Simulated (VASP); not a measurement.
# HPt3 in VASP: relaxation of the atoms with PBE

Aim: the relaxation of the atoms of HPt3 with PBE.

Everything below comes from runs of VASP 6.6.1. Logs are shortened: lines on timing, memory, paths and dates and some standing lists are left out, and cuts for length are marked.

### 1 The cell of the first run

The cell holds a slab with vacuum, 4 atoms: a = 2.807 Å, b = 2.807 Å, c = 20.119 Å, α = 90.00°, β = 90.00°, γ = 120.00°.

### 2 Relaxation of the atoms, PBE

Input file INCAR:

```
PREC = Accurate
ENCUT = 450
EDIFF = 1E-7
ISMEAR = 0
SIGMA = 0.1
LREAL = F
LASPH = T
NELM = 120
ALGO = Normal
ISIF = 2
LWAVE = F
LCHARG = F
LDIPOL = T
IDIPOL = 3
DIPOL = 0.5 0.5 0.363
GGA = PE
IBRION = 2
NSW = 50
EDIFFG = -0.025
GGA_COMPAT = F
NELMIN = 4
NELMDL = -8
```

Input file KPOINTS:

```
regular mesh
0
Gamma
  12 12 1
```

Input file POSCAR:

```
HPt3
1.0
    2.8071640675      0.0000000000      0.0000000000
   -1.4035820338      2.4310753951      0.0000000000
    0.0000000000      0.0000000000     20.1192652917
Pt H
3 1
Selective dynamics
Direct
    0.6666666667      0.3333333333      0.1988144170  F F F
    0.3333333333      0.6666666667      0.3136149989  F F F
    0.0000000000      0.0000000000      0.4284085510  T T T
    0.0000000000      0.0000000000      0.5119106062  F F T
```

Potentials or basis: VASP PAW PBE potentials, release 64 (Pt, H).

Launch:

```bash
> cat potpaw_PBE.64/Pt/POTCAR potpaw_PBE.64/H/POTCAR > POTCAR
> mpirun -np 1 vasp_std > vasp.out
```

OUTCAR:

```text
PREC = Accurate
   ENCUT = 450
   EDIFF = 1E-7
   ISMEAR = 0
   LREAL = F
   LASPH = T
   NELM = 120
   ISIF = 2
   GGA = PE
   IBRION = 2
   NSW = 50
   EDIFFG = -0.025
   NELMIN = 4
   NELMDL = -8

 ion  position               nearest neighbor table
   1  0.667  0.333  0.199-   2 2.82   2 2.82   2 2.82
   2  0.333  0.667  0.314-   3 2.82   3 2.82   3 2.82   1 2.82   1 2.82   1 2.82
   3  0.000  0.000  0.428-   4 1.68   2 2.82   2 2.82   2 2.82
   4  0.000  0.000  0.512-   3 1.68

  LATTYP: Found a hexagonal cell.
 ALAT       =     2.8071640675
 C/A-ratio  =     7.1671141436

  Lattice vectors:

 A1 = (   2.8071640675,   0.0000000000,   0.0000000000)
 A2 = (  -1.4035820338,   2.4310753951,   0.0000000000)
 A3 = (   0.0000000000,   0.0000000000,  20.1192652917)

Analysis of symmetry for initial positions (statically):
=====================================================================
 Subroutine PRICEL returns:
 Original cell was already a primitive cell.

 Routine SETGRP: Setting up the symmetry group for a
 hexagonal supercell.

 Subroutine GETGRP returns: Found  6 space group operations
 (whereof  6 operations were pure point group operations)
 out of a pool of 24 trial point group operations.

The static configuration has the point symmetry C_3v.

Analysis of symmetry for dynamics (positions and initial velocities):
=====================================================================
 Subroutine PRICEL returns:
 Original cell was already a primitive cell.

 Routine SETGRP: Setting up the symmetry group for a
 hexagonal supercell.

 Subroutine GETGRP returns: Found  6 space group operations
 (whereof  6 operations were pure point group operations)
 out of a pool of 24 trial point group operations.

The dynamic configuration has the point symmetry C_3v.

Analysis of constrained symmetry for selective dynamics:
=====================================================================
 Subroutine PRICEL returns:
 Original cell was already a primitive cell.

 Routine SETGRP: Setting up the symmetry group for a
 hexagonal supercell.

 Subroutine GETGRP returns: Found  6 space group operations
 (whereof  6 operations were pure point group operations)
 out of a pool of 24 trial point group operations.

The constrained configuration has the point symmetry C_3v.

 Subroutine INISYM returns: Found  6 space group operations
 (whereof  6 operations are pure point group operations),
 and found     1 'primitive' translations

----------------------------------------------------------------------------------------

                                     Primitive cell

  volume of cell :     137.3025

  direct lattice vectors                    reciprocal lattice vectors
     2.807164068  0.000000000  0.000000000     0.356231405  0.205670298  0.000000000
    -1.403582034  2.431075395  0.000000000     0.000000000  0.411340595  0.000000000
     0.000000000  0.000000000 20.119265292     0.000000000  0.000000000  0.049703604

  length of vectors
     2.807164068  2.807164068 20.119265292     0.411340595  0.411340595  0.049703604

  position of ions in fractional coordinates (direct lattice)
     0.666666667  0.333333333  0.198814417
     0.333333333  0.666666667  0.313614999
     0.000000000  0.000000000  0.428408551
     0.000000000  0.000000000  0.511910606

  ion indices of the primitive-cell ions
   primitive index   ion index
                 1           1
                 2           2
                 3           3
                 4           4

----------------------------------------------------------------------------------------

 KPOINTS: regular mesh

Automatic generation of k-mesh.
 Grid dimensions read from file:
 generate k-points for:   12   12    1

 Generating k-lattice:

  Cartesian coordinates                     Fractional coordinates (reciprocal lattice)
     0.029685950  0.017139191  0.000000000     0.083333333  0.000000000  0.000000000
     0.000000000  0.034278383  0.000000000     0.000000000  0.083333333  0.000000000
     0.000000000  0.000000000  0.049703604     0.000000000  0.000000000  1.000000000

  Length of vectors
     0.034278383  0.034278383  0.049703604

  Shift w.r.t. Gamma in fractional coordinates (k-lattice)
     0.000000000  0.000000000  0.000000000

 Subroutine IBZKPT returns following result:
 ===========================================

 Found     19 irreducible k-points:

 Following reciprocal coordinates:
            Coordinates               Weight
  0.000000  0.000000  0.000000      1.000000
  0.083333  0.000000  0.000000      6.000000
  0.166667  0.000000  0.000000      6.000000
  0.250000  0.000000  0.000000      6.000000
  0.333333 -0.000000  0.000000      6.000000
  0.416667  0.000000  0.000000      6.000000
[... 11 lines left out ...]
  0.333333  0.250000  0.000000     12.000000
  0.333333  0.333333  0.000000      2.000000
   k-points           NKPTS =     19   k-points in BZ     NKDIM =     19   number of bands    NBANDS=     19
   number of dos      NEDOS =    301   number of ions     NIONS =      4
   total plane-waves  NPLWV =  56000
   dimension x,y,z NGX =    20 NGY =   20 NGZ =  140
   dimension x,y,z NGXF=    40 NGYF=   40 NGZF=  280
   ions per type =               3   1
   NGX,Y,Z   is equivalent  to a cutoff of  11.84, 11.84, 11.57 a.u.
   NGXF,Y,Z  is equivalent  to a cutoff of  23.69, 23.69, 23.14 a.u.
 SYSTEM =  unknown system
   PREC   = accura    normal or accurate (medium, high low for compatibility)
   ISTART =      0    job   : 0-new  1-cont  2-samecut
   ICHARG =      2    charge: 1-file 2-atom 10-const
   ISPIN  =      1    spin polarized calculation?
   LNONCOLLINEAR =      F non collinear calculations
   LSORBIT =      F    spin-orbit coupling
   LASPH  =      T    aspherical Exc in radial PAW
   ENCUT  =  450.0 eV  33.07 Ry    5.75 a.u.   4.86  4.86 34.80*2*pi/ulx,y,z
   NELM   =    120;   NELMIN=  4; NELMDL= -8     # of ELM steps
   EDIFF  = 0.1E-06   stopping-criterion for ELM
   LREAL  =      F    real-space projection
   EDIFFG = -.3E-01   stopping-criterion for IOM
   NSW    =     50    number of steps for IOM
   IBRION =      2    ionic relax: 0-MD 1-quasi-New 2-CG
   NFREE  =      1    steps in history (QN), initial steepest desc. (CG)
   ISIF   =      2    stress and relaxation
   ISYM   =      2    0-nonsym 1-usesym 2-fastsym
   POTIM  = 0.5000    time-step for ionic-motion
   TEBEG  =    0.0;   TEEND  =   0.0 temperature during run
   PSTRESS=    0.0 pullay stress
   NELECT =      31.0000    total number of electrons
   NUPDOWN=      -1.0000    fix difference up-down
   EMIN   =  10.00;   EMAX   =-10.00  energy-range for DOS
   EFERMI =   0.00;   METHOD = LEGACY
   ISMEAR =     0;   SIGMA  =   0.10  broadening in eV -4-tet -1-fermi 0-gaus
   EFERMI_NEDOS =   21; number of points for ismear=-14 and -15
   IALGO  =     38    algorithm
   IMIX   =      4    mixing-type and parameters
     AMIX     =   0.40;   BMIX     =  1.00
     AMIX_MAG =   1.60;   BMIX_MAG =  1.00
  volume/ion in A,a.u.               =      34.33       231.64
  Fermi-wavevector in a.u.,A,eV,Ry     =   0.996864  1.883800 13.520626  0.993738
  Thomas-Fermi vector in A             =   2.128981
   LORBIT       =      0    0 simple, 1 ext, 2 COOP (PROOUT), +10 PAW based schemes
   GGA     = PE    functional components
   LHFCALC =     F    Hartree Fock is set to
   AEXX    =    0.0000 exact exchange contribution
   IVDW    =     0    specifies the selected vdW correction
   LEPSILON=     F    determine dielectric tensor
   LRPA    =     F    only Hartree local field effects (RPA)
 conjugate gradient relaxation of ions
 non-spin polarized calculation
 Gauss-broadening in eV      SIGMA  =   0.10
  energy-cutoff  :      450.00
  volume of cell :      137.30
 maximum number of plane-waves:      3021
 NGX is ok and might be reduce to    20
   NGX =  9   NGY =  9   NGZ = 69

 dipolmoment           0.000000      0.000000      0.032297 electrons x Angstroem

--------------------------------------- Ionic step        1  -------------------------------------------

 number of electron      31.0000000 magnetization

 Free energy of the ion-electron system (eV)
  ---------------------------------------------------
  ext. energy  EPLUGINS =         0.00000000
  ---------------------------------------------------
  free energy    TOTEN  =       -20.73332933 eV

  energy without entropy =      -20.70404059  energy(sigma->0) =      -20.71868496

------------------------ aborting loop because EDIFF is reached ----------------------------------------

  FORCE on cell =-STRESS in cart. coord.  units (eV):
  Direction    XX          YY          ZZ          XY          YZ          ZX
  --------------------------------------------------------------------------------------
  -------------------------------------------------------------------------------------
  Total       -3.8029318     -3.8029318     -2.4947273      0.0000000      0.0000000      0.0000000
  in kB      -44.3762686    -44.3762687    -29.1108786      0.0000000      0.0000000      0.0000000
  external PRESSURE =     -39.2878053 kB  Pullay stress =       0.0000000 kB
[... 289 lines left out ...]
  energy  without entropy=      -20.8170005012  energy(sigma->0) =      -20.83173738

--------------------------------------- Ionic step        9  -------------------------------------------

 number of electron      31.0000002 magnetization

 dipolmoment           0.000000      0.000000     -0.025766 electrons x Angstroem

 Free energy of the ion-electron system (eV)
  ---------------------------------------------------
  ext. energy  EPLUGINS =         0.00000000
  ---------------------------------------------------
  free energy    TOTEN  =       -20.84695606 eV

  energy without entropy =      -20.81759012  energy(sigma->0) =      -20.83227309

 E-fermi :   0.1877     XC(G=0):  -5.6465

 val. band max:        0.1724462134   @ k =   0.4167   0.1667   0.0000
 cond. band min:       0.2164513677   @ k =   0.0833   0.0833   0.0000
 fundamental gap:      0.0440051543
 Fermi energy:         0.1877409171

 k-point     1 :       0.0000    0.0000    0.0000
  band No.  band energies     occupation
      1      -8.7651      2.00000
      2      -7.1766      2.00000
      3      -6.4483      2.00000
      4      -5.6947      2.00000
      5      -3.1867      2.00000
      6      -3.0895      2.00000
[... 11 lines left out ...]
     18       0.0745      1.89081
     19       0.4365      0.00044
[... 381 lines left out ...]
      5      -3.9602      2.00000
      6      -3.2124      2.00000
[... 11 lines left out ...]
     18       5.2691      0.00000
     19       5.6821      0.00000

------------------------ aborting loop because EDIFF is reached ----------------------------------------

 vacuum level on the upper side and lower side of the slab       (xc-potential included)        -0.341         0.276

  FORCE on cell =-STRESS in cart. coord.  units (eV):
  Direction    XX          YY          ZZ          XY          YZ          ZX
  --------------------------------------------------------------------------------------
  -------------------------------------------------------------------------------------
  Total       -4.0403491     -4.0403491      0.0125741      0.0000000      0.0000000      0.0000000
  in kB      -47.1466816    -47.1466816      0.1467265      0.0000000      0.0000000      0.0000000
  external PRESSURE =     -31.3822123 kB  Pullay stress =       0.0000000 kB

 VOLUME and BASIS-vectors are now :
 -----------------------------------------------------------------------------
  energy-cutoff  :      450.00
  volume of cell :      137.30
      direct lattice vectors                 reciprocal lattice vectors
     2.807164068  0.000000000  0.000000000     0.356231405  0.205670298  0.000000000
    -1.403582034  2.431075395  0.000000000     0.000000000  0.411340595  0.000000000
     0.000000000  0.000000000 20.119265292     0.000000000  0.000000000  0.049703604
[... 10 lines left out ...]
  FREE ENERGIE OF THE ION-ELECTRON SYSTEM (eV)
  ---------------------------------------------------
  free  energy   TOTEN  =       -20.8469560629 eV

  energy  without entropy=      -20.8175901224  energy(sigma->0) =      -20.83227309

 reached required accuracy - stopping structural energy minimisation

 vacuum level on the upper side and lower side of the slab         5.174         5.797
```

Run time: 6.2 min. Hardware: 1 thread of Intel Xeon Platinum 8259CL at 2.50GHz (Skylake/Cascade Lake), shared host; peak memory 0.25 GiB.

Results:

- Free energy: -20.8470 eV
- Energy gained by relaxing: 28.4 meV/atom
- Ionic steps: 9
- Band gap on the k mesh: zero (an odd number of electrons rules out a gap without spin polarisation)

The path:
```tsv
step	energy change (eV)	largest force on free atoms (eV/Å)	pressure (GPa)
1	0.0000	1.7670	-3.93
2	-0.0915	1.0275	-2.99
3	-0.1121	0.0710	-3.38
4	-0.1121	0.0929	-3.36
5	-0.1124	0.0790	-3.36
6	-0.1125	0.1228	-3.35
7	-0.1127	0.1118	-3.33
8	-0.1131	0.0786	-3.27
9	-0.1136	0.0113	-3.14
```

Final structure:
```yaml
crystal:
  lattice:
    - [2.80716, 0.00000, 0.00000]
    - [-1.40358, 2.43108, 0.00000]
    - [0.00000, 0.00000, 20.11927]
  atoms:
    - { symbol: Pt, position: [0.66667, 0.33333, 0.19881] }
    - { symbol: Pt, position: [0.33333, 0.66667, 0.31361] }
    - { symbol: Pt, position: [0.00000, 0.00000, 0.43043] }
    - { symbol: H, position: [0.00000, 0.00000, 0.50789] }
```

Caveat: spin-orbit coupling is left out, which moves the levels of the heavy elements.

The gap in the log of VASP goes by the Fermi energy; the results here count the filled bands.